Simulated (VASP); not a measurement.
As, 2 atoms in the cell. Symmetry: R-3m, No. 166, trigonal system. Conventional cell: a = 3.807 Å, b = 3.807 Å, c = 10.824 Å, α = 90.00°, β = 90.00°, γ = 120.00°. As (site symmetry 3m) has 6 As at 2.55 to 3.19 Å within 3.4 Å. 

- Program: VASP 6.6.1
- Task: single point
- Functional: PBE
- Potentials or basis: VASP PAW PBE potentials, release 64 (As)
- Cutoff: 520 eV
- k mesh: 10 × 10 × 10
- Occupations: fermi-dirac, width 0.3 eV
- Spin: no spin polarisation
- Dipole correction: no
- Further INCAR settings: ALGO = Normal; EDIFF = 1e-06; NBANDS = 12

Potentials or basis: VASP PAW PBE potentials, release 64 (As).

The run is started by

```console
$ cat potpaw_PBE.64/As/POTCAR > POTCAR
$ mpirun -np 1 vasp_std > vasp.out
```

Hardware: 1 thread of Intel Xeon 8259CL, with other jobs on the host.

**Question.** Estimate the wall time of this run.

**Answer.** Run time: 60 s on 1 thread of Intel Xeon 8259CL, with other jobs on the host, peak memory 0.2 GiB. Counts: scf iterations 10, k points 116.
